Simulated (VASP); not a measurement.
Crystal: MgO.

```
Mg O
1.0
     0.05705    2.28201    2.28201
     2.28201    0.05705    2.28201
     2.33906    2.33906    0.00000
Mg O
1 1
Direct
  0.00445 0.00445 0.99555
  0.24555 0.24555 0.25445
```

This cell differs from its parent crystal: shear xy strain +5.0%.

Base run:

```yaml
Program: VASP 6.6.1
Functional: PBE
Potentials_or_basis: VASP PAW PBE potentials, release 64 (Mg, O)
Cutoff: 520 eV
k_mesh: 10 × 10 × 10
Occupations: fermi-dirac, width 0.02 eV
Spin: no spin polarisation
```

Its results: band gap on the k mesh 3.48 eV, direct; pressure 3.5 GPa; largest force 0.027 eV/Å.

Task: The run is repeated on the same cell with these changes: functional from PBE to r2SCAN; occupations from fermi-dirac, width 0.02 eV to gaussian, width 0.01 eV. What comes out?

Result: Band gap on the k mesh 4.16 eV, direct; pressure -0.5 GPa; largest force 0.004 eV/Å.

Caveats: the PAW data sets were made with another functional, which shifts forces and pressure a little (some runs).

